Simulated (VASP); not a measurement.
Here is a VASP 6.6.1 calculation.

Contents of INCAR:

```
ALGO = Normal
EDIFF = 1E-8
ENCUT = 520
GGA = PE
ISIF = 2
ISMEAR = -1
LASPH = True
LCHARG = False
LEFG = True
LREAL = False
LWAVE = False
NBANDS = 16
NELM = 100
PREC = Accurate
SIGMA = 0.05
```

File KPOINTS:

```
k-points
0
Gamma
  12 12 12
```

POSCAR

```
CuI
1.0
    0.0000000000      3.0389565618      3.0389565618
    3.0389565618      0.0000000000      3.0389565618
    3.0389565618      3.0389565618      0.0000000000
Cu I
1 1
Direct
    0.2500000000      0.2500000000      0.2500000000
    0.0000000000      0.0000000000      0.0000000000
```

Potentials or basis: VASP PAW PBE potentials, release 64 (Cu, I).

Command:

```sh
$ cat potpaw_PBE.64/Cu/POTCAR potpaw_PBE.64/I/POTCAR > POTCAR
$ mpirun -np 1 vasp_std > vasp.out
```

(1) Predict the band gap on the k mesh.

(2) Predict the pressure.

Results:

(1) 1.12 eV.

(2) 0.1 GPa.

Caveat: spin-orbit coupling is left out, which moves the levels of the heavy elements.
